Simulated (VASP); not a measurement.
A run of VASP 6.6.1 is set up as follows.

The input INCAR:

```
ALGO = Normal
EDIFF = 1E-6
ENCUT = 520
GGA = PE
ISIF = 2
ISMEAR = 0
LASPH = True
LCHARG = False
LREAL = False
LWAVE = False
NBANDS = 14
NELM = 100
PREC = Accurate
SIGMA = 0.1
```

Contents of KPOINTS:

```
k-points
0
Gamma
  14 14 20
```

The input POSCAR:

```
P
1.0
    1.7763693502     -6.2172941094      0.0000000000
    1.7763693502      6.2172941094      0.0000000000
    0.0000000000      0.0000000000      2.3804386932
P
3
Direct
    0.0000000000      0.0000000000      0.5000000000
    0.8108284615      0.1891715385      0.5000000000
    0.1891715385      0.8108284615      0.5000000000
```

Potentials or basis: VASP PAW PBE potentials, release 64 (P).

Command:

```console
$ cat potpaw_PBE.64/P/POTCAR > POTCAR
$ mpirun -np 1 vasp_std > vasp.out
```

**Question.** Estimate the pressure.

**Answer.** -0.2 GPa.

**Question.** Predict the largest force.

**Answer.** 0.014 eV/Å.

Forces on the atoms (eV/Å):
```
P    0.000  0.000  0.000
P    0.000  0.014  0.000
P    0.000 -0.014  0.000
```
